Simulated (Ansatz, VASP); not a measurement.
**CoO in VASP and in Ansatz**

INCAR

```
SYSTEM = CoO
ALGO = Normal
EDIFF = 1E-6
ENCUT = 600
GGA = PS
GGA_COMPAT = .False.
ISIF = 2
ISMEAR = -1
ISPIN = 2
LASPH = .True.
LCHARG = .True.
LELF = .True.
LMAXMIX = 4
LORBIT = 11
LREAL = .False.
LVHAR = .True.
LWAVE = .False.
MAGMOM = 2 0
NBANDS = 18
NELM = 200
PREC = Accurate
SIGMA = 0.05
```

File KPOINTS:

```
k-points
0
Gamma
  16 16 16
  0 0 0
```

The input POSCAR:

```
CoO
1.0
    0.0000000000      2.0675550000      2.1315000000
    2.0675550000      0.0000000000      2.1315000000
    2.0675550000      2.0675550000      0.0000000000
Co O
1 1
Direct
    0.0000000000      0.0000000000      0.0000000000
    0.5000000000      0.5000000000      0.5000000000
```

Input for Ansatz:

```yaml
crystal:
  lattice:
    - [0.0, 2.067555, 2.1315]
    - [2.067555, 0.0, 2.1315]
    - [2.067555, 2.067555, 0.0]
  atoms:
    - { symbol: Co, position: [0.0, 0.0, 0.0], spin: 2.0 }
    - { symbol: O, position: [0.5, 0.5, 0.5] }
magnetization:
  spin_polarized: true
kpoints:
  mp_grid: { grid: [16, 16, 16] }
  band_path:
    path:
      - [0.0, 0.0, 0.0]
      - [0.0, 0.5, 0.5]
      - [0.25, 0.75, 0.5]
      - [0.0, 0.5, 0.0]
      - [0.0, 0.0, 0.0]
      - [0.5, 0.5, 0.0]
      - [0.3676125, 0.6323875, 0.0]
      - [-0.3676125, 0.3676125, 0.0]
      - [0.0, 0.0, 0.0]
    npoints: 5
scf:
  occupations: { method: fermi_dirac, width: 0.05 }
hamiltonian:
  xc: pbesol
  pseudopotentials: { kind: all_electron, lapw: { basis_error: 0.0005 } }
output:
  forces: true
  stress: true
  eigenvalues: true
```

Change from the starting cell: equal xx and yy strain of -3 %.

Alike in both runs: task single point; functional PBEsol; k mesh 16 × 16 × 16; occupations fermi-dirac, width 0.05 eV; collinear spin.

|  | VASP | Ansatz |
| --- | --- | --- |
| version | VASP 6.6.1 | Ansatz 0.2.0 |
| potentials or method | VASP PAW PBE potentials, release 64 (Co, O), cutoff 600 eV | all-electron LAPW, scalar-relativistic |

|  | VASP | Ansatz | Ansatz less VASP |
| --- | --- | --- | --- |
| pressure (GPa) | -2.0 | -1.0 | +1.00 |
| traceless stress, the component that is largest in VASP (GPa) | -0.82 | -0.72 | +0.095 |
| net moment per atom (μB) | 1.37 | 1.39 | +0.020 |
| size of the moment on the site where the two differ most (μB) | 2.42 | 2.45 | +0.037 |

VASP's potentials were made for PBE, not for PBEsol. Site moments also hang on the region over which each program counts them. Ansatz ran all-electron here, and VASP with PAW potentials.
